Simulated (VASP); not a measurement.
AlRu: single point with PBEsol

AlRu:

```
Al Ru
1.0
     2.97633    0.00000    0.00000
     0.00000    2.97633    0.00000
     0.00000    0.00000    5.95265
Al Ru
2 2
Direct
  0.00000 0.00000 0.99264
  0.00000 0.00000 0.50736
  0.50000 0.50000 0.25000
  0.50000 0.50000 0.75000
```

This cell differs from its parent crystal: mode 4 frozen in at +0.000 Å and mode 12 at -0.044 Å (largest displacements).

| Item | Value |
| --- | --- |
| Program | VASP 6.6.1 |
| Task | single point |
| Functional | PBEsol |
| Potentials or basis | VASP PAW PBE potentials, release 64 (Al, Ru_pv) |
| Cutoff | 520 eV |
| k mesh | 16 × 16 × 8 |
| Occupations | gaussian, width 0.15 eV |
| Spin | no spin polarisation |

```
Pressure               : 0.3 GPa
Largest force          : 0.499 eV/Å
Band gap on the k mesh : zero (band 17 reaches 12.58 eV, above the bottom of band 18 at 9.58 eV)
```

Forces on the atoms (eV/Å):
```
Al   0.000  0.000  0.499
Al   0.000  0.000 -0.499
Ru   0.000  0.000  0.000
Ru   0.000  0.000  0.000
```

Stress tensor (GPa, compression positive):
```
0.27 0.00 0.00
0.00 0.27 0.00
0.00 0.00 0.39
```

Levels at points of the mesh, in eV from the Fermi level:
| k point | band 15 | band 16 | band 17 | band 18 | band 19 | band 20 |
| --- | --- | --- | --- | --- | --- | --- |
| (0.00, 0.00, 0.00) | 0.15 | 0.18 | 0.18 | 0.45 | 2.32 | 6.12 |
| (0.50, 0.00, 0.00) | -1.39 | -1.21 | -1.19 | 0.44 | 1.55 | 2.32 |
| (0.50, 0.50, 0.00) | -1.21 | 1.54 | 1.64 | 1.65 | 2.68 | 4.11 |
| (0.00, 0.00, 0.50) | -0.82 | -0.82 | 0.23 | 0.37 | 3.11 | 3.18 |
| (0.50, 0.00, 0.50) | -1.54 | -1.32 | -0.54 | -0.42 | 2.13 | 2.19 |
| (0.50, 0.50, 0.50) | 1.57 | 1.62 | 1.74 | 1.74 | 2.04 | 2.04 |

Wall time 2 min on 1 thread of Intel(R) Xeon(R) 6975P-C (Granite Rapids), with other jobs on the host, peak memory 0.35 GiB.

Caveat: the cell differs from its parent crystal (mode 4 frozen in at +0.000 Å and mode 12 at -0.044 Å (largest displacements)); the PAW data sets were made with another functional, which shifts forces and pressure a little.
